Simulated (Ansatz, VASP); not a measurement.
## Two plane-wave programs on ZrF

Contents of INCAR:

```
SYSTEM = ZrF
PREC = Accurate ; ENCUT = 600
EDIFF = 1E-7 ; ISMEAR = 0
SIGMA = 0.1 ; LREAL = .FALSE.
LASPH = .TRUE. ; NELM = 100
ALGO = Normal ; ISIF = 3
LWAVE = .FALSE. ; LCHARG = .FALSE.
GGA = PE ; IBRION = 2
NSW = 90 ; EDIFFG = -0.04
```

The input KPOINTS:

```
Automatic mesh
0
G
  6 6 4
  0 0 0
```

Contents of POSCAR:

```
ZrF
1.0
    3.6009625400      0.0000000000      0.0000000000
    0.0000000000      3.6009625400      0.0000000000
    0.0000000000      0.0000000000      4.3212824100
Zr F
2 2
Direct
    0.0000000000      0.5000000000      0.1849428200
    0.5000000000      0.0000000000      0.8150571800
    0.0000000000      0.0000000000      0.5000000000
    0.5000000000      0.5000000000      0.5000000000
```

Input for Ansatz:

```yaml
crystal:
  lattice:
    - [3.60096254, 0.0, 0.0]
    - [0.0, 3.60096254, 0.0]
    - [0.0, 0.0, 4.32128241]
  atoms:
    - { symbol: Zr, position: [0.0, 0.5, 0.18494282] }
    - { symbol: Zr, position: [0.5, 0.0, 0.81505718] }
    - { symbol: F, position: [0.0, 0.0, 0.5] }
    - { symbol: F, position: [0.5, 0.5, 0.5] }
basis:
  ecutwfc: 420
kpoints:
  mp_grid: { grid: [6, 6, 4] }
hamiltonian:
  xc: pbe
scf:
  occupations: { method: gaussian, width: 0.1 }
  lower_state_search: "off"
output:
  forces: true
  stress: true
  eigenvalues: true
relax:
  adjacent_minimum: "off"
  f_tol: 0.04
  max_steps: 70
  cell: { stress_tol: 0.4 }
```

Alike in both runs: task relaxation of cell and atoms; functional PBE; k mesh 6 × 6 × 4; occupations gaussian, width 0.1 eV; no spin polarisation.

```csv
,VASP,Ansatz
version,VASP 6.6.1,Ansatz 0.2.0
potentials or method,"VASP PAW PBE potentials, release 64 (Zr_sv, F), cutoff 600 eV","scalar-relativistic, plane waves, PAW"
valence electrons in the cell,38,38
```

|  | VASP | Ansatz | Ansatz less VASP |
| --- | --- | --- | --- |
| gap on the k mesh at the Fermi level, each at its own relaxed structure (eV) | none | none | - |
| relaxed volume (Å³/atom) | 15.49 | 15.57 | +0.089 |
| relaxed cell length with the largest relative difference (Å) | 5.369 | 5.410 | +0.0413 |

A gap of «none» marks a metal or a gap that the smearing closes.

The k mesh is coarse, so the values compare programs but aren't converged.
